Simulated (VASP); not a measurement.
# Cd3Se2S (P6_3mc) in VASP: further runs

Cd3Se2S is run at these levels: PBE; tasks: single point.

All numbers are computed with VASP 6.6.1; they aren't measurements. Logs are shortened: lines on timing, memory, paths and dates and some standing lists are left out, and cuts for length are marked.

## (1) The cell of the first run

The structure is hexagonal, space group P6_3mc (No. 186). The conventional cell has a = 4.320 Å, b = 4.320 Å, c = 21.148 Å, α = 90.00°, β = 90.00°, γ = 120.00°. Cd (site symmetry 3m) has 4 Se at 2.66 to 2.68 Å within 3.5 Å. Cd (site symmetry 3m) has 3 S at 2.61 Å and 1 Se at 2.69 Å within 3.4 Å. Cd (site symmetry 3m) has 1 S at 2.57 Å and 3 Se at 2.66 Å within 3.4 Å. Se (site symmetry 3m) has 4 Cd at 2.66 to 2.68 Å within 3.5 Å. Within 3.5 Å of Se (site symmetry 3m) lie 4 Cd at 2.66 to 2.69 Å. Within 3.4 Å of S (site symmetry 3m) lie 4 Cd at 2.57 to 2.61 Å.

## (2) Single point, PBE

Input file INCAR:

```
SYSTEM = Cd3Se2S
ALGO     = Normal         ! electronic algorithm
EDIFF    = 1E-6           ! SCF threshold, eV
ENCUT    = 520            ! plane-wave cutoff, eV
GGA      = PE             ! functional
ISIF     = 2              ! what is computed and relaxed
ISMEAR   = 0              ! smearing method
LASPH    = .TRUE.         ! aspherical terms in the spheres
LCHARG   = .FALSE.        ! write CHGCAR
LREAL    = .FALSE.        ! projectors in reciprocal space
LWAVE    = .FALSE.        ! write WAVECAR
NBANDS   = 66             ! bands
NELM     = 60             ! most SCF steps
PREC     = Accurate       ! precision mode
SIGMA    = 0.1            ! smearing width, eV
```

Input file KPOINTS:

```
k-points
0
G
  6 6 1
  0 0 0
```

Input file POSCAR:

```
Cd3Se2S
1.0
    4.3197322000      0.0000000000      0.0000000000
   -2.1598661000      3.7409978000      0.0000000000
    0.0000000000      0.0000000000     21.1479431000
Cd Se S
6 4 2
Direct
    0.6666667000      0.3333333000      0.1669220000
    0.6666667000      0.3333333000      0.4956190000
    0.6666667000      0.3333333000      0.8381430000
    0.3333333000      0.6666667000      0.9956190000
    0.3333333000      0.6666667000      0.3381430000
    0.3333333000      0.6666667000      0.6669220000
    0.6666667000      0.3333333000      0.2938320000
    0.6666667000      0.3333333000      0.6227710000
    0.3333333000      0.6666667000      0.1227710000
    0.3333333000      0.6666667000      0.7938320000
    0.6666667000      0.3333333000      0.9597130000
    0.3333333000      0.6666667000      0.4597130000
```

Potentials or basis: VASP PAW PBE potentials, release 64 (Cd, Se, S).

Launch:

```console
> cat potpaw_PBE.64/Cd/POTCAR potpaw_PBE.64/Se/POTCAR potpaw_PBE.64/S/POTCAR > POTCAR
> mpirun -np 1 vasp_std > vasp.out
```

OUTCAR:

```text
SYSTEM = Cd3Se2S
   EDIFF = 1E-6
   ENCUT = 520
   GGA = PE
   ISIF = 2
   ISMEAR = 0
   LASPH = .TRUE.
   LREAL = .FALSE.
   NELM = 60
   PREC = Accurate

 ion  position               nearest neighbor table
   1  0.667  0.333  0.167-   9 2.66   9 2.66   9 2.66   7 2.68
   2  0.667  0.333  0.496-  12 2.61  12 2.61  12 2.61   8 2.69
   3  0.667  0.333  0.838-  11 2.57  10 2.66  10 2.66  10 2.66
   4  0.333  0.667  0.996-  11 2.61  11 2.61  11 2.61   9 2.69
   5  0.333  0.667  0.338-  12 2.57   7 2.66   7 2.66   7 2.66
   6  0.333  0.667  0.667-   8 2.66   8 2.66   8 2.66  10 2.68
   7  0.667  0.333  0.294-   5 2.66   5 2.66   5 2.66   1 2.68
   8  0.667  0.333  0.623-   6 2.66   6 2.66   6 2.66   2 2.69
   9  0.333  0.667  0.123-   1 2.66   1 2.66   1 2.66   4 2.69
  10  0.333  0.667  0.794-   3 2.66   3 2.66   3 2.66   6 2.68
  11  0.667  0.333  0.960-   3 2.57   4 2.61   4 2.61   4 2.61
  12  0.333  0.667  0.460-   5 2.57   2 2.61   2 2.61   2 2.61

  LATTYP: Found a hexagonal cell.
 ALAT       =     4.3197322000
 C/A-ratio  =     4.8956606847

  Lattice vectors:

 A1 = (   4.3197322000,   0.0000000000,   0.0000000000)
 A2 = (  -2.1598661000,   3.7409978000,   0.0000000000)
 A3 = (   0.0000000000,   0.0000000000,  21.1479431000)

Analysis of symmetry for initial positions (statically):
=====================================================================
 Subroutine PRICEL returns:
 Original cell was already a primitive cell.

 Routine SETGRP: Setting up the symmetry group for a
 hexagonal supercell.

 Subroutine GETGRP returns: Found 12 space group operations
 (whereof  6 operations were pure point group operations)
 out of a pool of 24 trial point group operations.

The static configuration has the point symmetry C_3v.
 The point group associated with its full space group is C_6v.

Analysis of symmetry for dynamics (positions and initial velocities):
=====================================================================
 Subroutine PRICEL returns:
 Original cell was already a primitive cell.

 Routine SETGRP: Setting up the symmetry group for a
 hexagonal supercell.

 Subroutine GETGRP returns: Found 12 space group operations
 (whereof  6 operations were pure point group operations)
 out of a pool of 24 trial point group operations.

The dynamic configuration has the point symmetry C_3v.
 The point group associated with its full space group is C_6v.

 Subroutine INISYM returns: Found 12 space group operations
 (whereof  6 operations are pure point group operations),
 and found     1 'primitive' translations

----------------------------------------------------------------------------------------

                                     Primitive cell

  volume of cell :     341.7531

  direct lattice vectors                    reciprocal lattice vectors
     4.319732200  0.000000000  0.000000000     0.231495832  0.133654182  0.000000000
    -2.159866100  3.740997800  0.000000000     0.000000000  0.267308364  0.000000000
     0.000000000  0.000000000 21.147943100     0.000000000  0.000000000  0.047285923

  length of vectors
     4.319732200  4.319732180 21.147943100     0.267308362  0.267308364  0.047285923

  position of ions in fractional coordinates (direct lattice)
     0.666666700  0.333333300  0.166922000
     0.666666700  0.333333300  0.495619000
     0.666666700  0.333333300  0.838143000
     0.333333300  0.666666700  0.995619000
     0.333333300  0.666666700  0.338143000
     0.333333300  0.666666700  0.666922000
     0.666666700  0.333333300  0.293832000
     0.666666700  0.333333300  0.622771000
     0.333333300  0.666666700  0.122771000
     0.333333300  0.666666700  0.793832000
     0.666666700  0.333333300  0.959713000
     0.333333300  0.666666700  0.459713000

  ion indices of the primitive-cell ions
   primitive index   ion index
                 1           1
                 2           2
                 3           3
                 4           4
                 5           5
                 6           6
                 7           7
                 8           8
                 9           9
                10          10
                11          11
                12          12

----------------------------------------------------------------------------------------

 KPOINTS: k-points

Automatic generation of k-mesh.
 Grid dimensions read from file:
 generate k-points for:    6    6    1

 Generating k-lattice:

  Cartesian coordinates                     Fractional coordinates (reciprocal lattice)
     0.038582639  0.022275697  0.000000000     0.166666667  0.000000000  0.000000000
     0.000000000  0.044551394  0.000000000     0.000000000  0.166666667  0.000000000
     0.000000000  0.000000000  0.047285923     0.000000000  0.000000000  1.000000000

  Length of vectors
     0.044551394  0.044551394  0.047285923

  Shift w.r.t. Gamma in fractional coordinates (k-lattice)
     0.000000000  0.000000000  0.000000000

 Subroutine IBZKPT returns following result:
 ===========================================

 Found      7 irreducible k-points:

 Following reciprocal coordinates:
            Coordinates               Weight
  0.000000  0.000000  0.000000      1.000000
  0.166667 -0.000000  0.000000      6.000000
  0.333333 -0.000000  0.000000      6.000000
  0.500000 -0.000000  0.000000      3.000000
  0.166667  0.166667  0.000000      6.000000
  0.333333  0.166667  0.000000     12.000000
  0.333333  0.333333  0.000000      2.000000
   k-points           NKPTS =      7   k-points in BZ     NKDIM =      7   number of bands    NBANDS=     66
   number of dos      NEDOS =    301   number of ions     NIONS =     12
   total plane-waves  NPLWV = 163840
   dimension x,y,z NGX =    32 NGY =   32 NGZ =  160
   dimension x,y,z NGXF=    64 NGYF=   64 NGZF=  320
   ions per type =               6   4   2
   NGX,Y,Z   is equivalent  to a cutoff of  12.32, 12.32, 12.58 a.u.
   NGXF,Y,Z  is equivalent  to a cutoff of  24.63, 24.63, 25.16 a.u.
 SYSTEM =  Cd3Se2S
   PREC   = accura    normal or accurate (medium, high low for compatibility)
   ISTART =      0    job   : 0-new  1-cont  2-samecut
   ICHARG =      2    charge: 1-file 2-atom 10-const
   ISPIN  =      1    spin polarized calculation?
   LNONCOLLINEAR =      F non collinear calculations
   LSORBIT =      F    spin-orbit coupling
   LASPH  =      T    aspherical Exc in radial PAW
   ENCUT  =  520.0 eV  38.22 Ry    6.18 a.u.   8.03  8.03 39.32*2*pi/ulx,y,z
   NELM   =     60;   NELMIN=  2; NELMDL= -5     # of ELM steps
   EDIFF  = 0.1E-05   stopping-criterion for ELM
   LREAL  =      F    real-space projection
   EDIFFG = 0.1E-04   stopping-criterion for IOM
   NSW    =      0    number of steps for IOM
   IBRION =     -1    ionic relax: 0-MD 1-quasi-New 2-CG
   NFREE  =      0    steps in history (QN), initial steepest desc. (CG)
   ISIF   =      2    stress and relaxation
   ISYM   =      2    0-nonsym 1-usesym 2-fastsym
   POTIM  = 0.5000    time-step for ionic-motion
   TEBEG  =    0.0;   TEEND  =   0.0 temperature during run
   PSTRESS=    0.0 pullay stress
   NELECT =     108.0000    total number of electrons
   NUPDOWN=      -1.0000    fix difference up-down
   EMIN   =  10.00;   EMAX   =-10.00  energy-range for DOS
   EFERMI =   0.00;   METHOD = LEGACY
   ISMEAR =     0;   SIGMA  =   0.10  broadening in eV -4-tet -1-fermi 0-gaus
   EFERMI_NEDOS =   21; number of points for ismear=-14 and -15
   IALGO  =     38    algorithm
   IMIX   =      4    mixing-type and parameters
     AMIX     =   0.40;   BMIX     =  1.00
     AMIX_MAG =   1.60;   BMIX_MAG =  1.00
  volume/ion in A,a.u.               =      28.48       192.19
  Fermi-wavevector in a.u.,A,eV,Ry     =   1.115095  2.107224 16.917992  1.243437
  Thomas-Fermi vector in A             =   2.251697
   LORBIT       =      0    0 simple, 1 ext, 2 COOP (PROOUT), +10 PAW based schemes
   GGA     = PE    functional components
   LHFCALC =     F    Hartree Fock is set to
   AEXX    =    0.0000 exact exchange contribution
   IVDW    =     0    specifies the selected vdW correction
   LEPSILON=     F    determine dielectric tensor
   LRPA    =     F    only Hartree local field effects (RPA)
 non-spin polarized calculation
 Gauss-broadening in eV      SIGMA  =   0.10
  energy-cutoff  :      520.00
  volume of cell :      341.75
 maximum number of plane-waves:      9228
   NGX = 17   NGY = 17   NGZ = 79

 number of electron     107.9999971 magnetization

 Free energy of the ion-electron system (eV)
  ---------------------------------------------------
  ext. energy  EPLUGINS =         0.00000000
  ---------------------------------------------------
  free energy    TOTEN  =       -34.19046989 eV

  energy without entropy =      -34.19046955  energy(sigma->0) =      -34.19046972

 E-fermi :   1.0443     XC(G=0):  -8.7228

 val. band max:        0.7311995020   @ k =   0.0000   0.0000   0.0000
 cond. band min:       1.3465589909   @ k =   0.0000   0.0000   0.0000
 fundamental gap:      0.6153594890
 Fermi energy:         1.0442664236

 k-point     1 :       0.0000    0.0000    0.0000
  band No.  band energies     occupation
      1     -11.5876      2.00000
      2     -11.5172      2.00000
      3     -11.4798      2.00000
      4     -11.3498      2.00000
      5     -11.2865      2.00000
      6     -11.2279      2.00000
[... 58 lines left out ...]
     65       6.8068      0.00000
     66       6.8087      0.00000

 k-point     2 :       0.1667   -0.0000    0.0000
  band No.  band energies     occupation
      1     -11.5108      2.00000
      2     -11.4490      2.00000
      3     -11.4136      2.00000
      4     -11.3016      2.00000
      5     -11.2431      2.00000
      6     -11.1940      2.00000
[... 403 lines left out ...]
     65       6.6846      0.00000
     66       6.9946      0.00000

------------------------ aborting loop because EDIFF is reached ----------------------------------------

  FORCE on cell =-STRESS in cart. coord.  units (eV):
  Direction    XX          YY          ZZ          XY          YZ          ZX
  --------------------------------------------------------------------------------------
  -------------------------------------------------------------------------------------
  Total        0.5655293      0.5655293      0.5839616      0.0000000      0.0000000      0.0000000
  in kB        2.6512658      2.6512657      2.7376785      0.0000000      0.0000000      0.0000000
  external PRESSURE =       2.6800700 kB  Pullay stress =       0.0000000 kB

 VOLUME and BASIS-vectors are now :
 -----------------------------------------------------------------------------
  energy-cutoff  :      520.00
  volume of cell :      341.75
      direct lattice vectors                 reciprocal lattice vectors
     4.319732200  0.000000000  0.000000000     0.231495832  0.133654182  0.000000000
    -2.159866100  3.740997800  0.000000000     0.000000000  0.267308364  0.000000000
     0.000000000  0.000000000 21.147943100     0.000000000  0.000000000  0.047285923

 POSITION                                       TOTAL-FORCE (eV/Angst)
 -----------------------------------------------------------------------------------
      2.15987      1.24700      3.53006         0.000000      0.000000      0.002864
      2.15987      1.24700     10.48132         0.000000     -0.000000     -0.000037
      2.15987      1.24700     17.72500         0.000000      0.000000     -0.000667
     -0.00000      2.49400     21.05529        -0.000000      0.000000     -0.000037
     -0.00000      2.49400      7.15103        -0.000000      0.000000     -0.000667
     -0.00000      2.49400     14.10403         0.000000      0.000000      0.002864
      2.15987      1.24700      6.21394        -0.000000      0.000000     -0.005730
      2.15987      1.24700     13.17033         0.000000     -0.000000     -0.002207
     -0.00000      2.49400      2.59635        -0.000000      0.000000     -0.002207
     -0.00000      2.49400     16.78791         0.000000     -0.000000     -0.005730
      2.15987      1.24700     20.29596        -0.000000      0.000000      0.005777
     -0.00000      2.49400      9.72198        -0.000000      0.000000      0.005777
 -----------------------------------------------------------------------------------
    total drift:                                0.000091     -0.000053     -0.002626

  FREE ENERGIE OF THE ION-ELECTRON SYSTEM (eV)
  ---------------------------------------------------
  free  energy   TOTEN  =       -34.1904698904 eV

  energy  without entropy=      -34.1904695479  energy(sigma->0) =      -34.19046972
```

It took 3.2 min on 1 thread of AMD EPYC 7R13 (Zen 3), shared host; peak memory 0.45 GiB.

What came out:

| Quantity | Value |
| --- | --- |
| Free energy | -34.1905 eV |
| Pressure | 0.3 GPa |
| Largest force | 0.006 eV/Å |
| Band gap on the k mesh | 0.62 eV |

Forces in eV/Å, atoms in the order of the input:
```
Cd   0.000  0.000  0.003
Cd   0.000  0.000  0.000
Cd   0.000  0.000 -0.001
Cd   0.000  0.000  0.000
Cd   0.000  0.000 -0.001
Cd   0.000  0.000  0.003
Se   0.000  0.000 -0.006
Se   0.000  0.000 -0.002
Se   0.000  0.000 -0.002
Se   0.000  0.000 -0.006
S    0.000  0.000  0.006
S    0.000  0.000  0.006
```

(Part 1 of 2 ends here.)
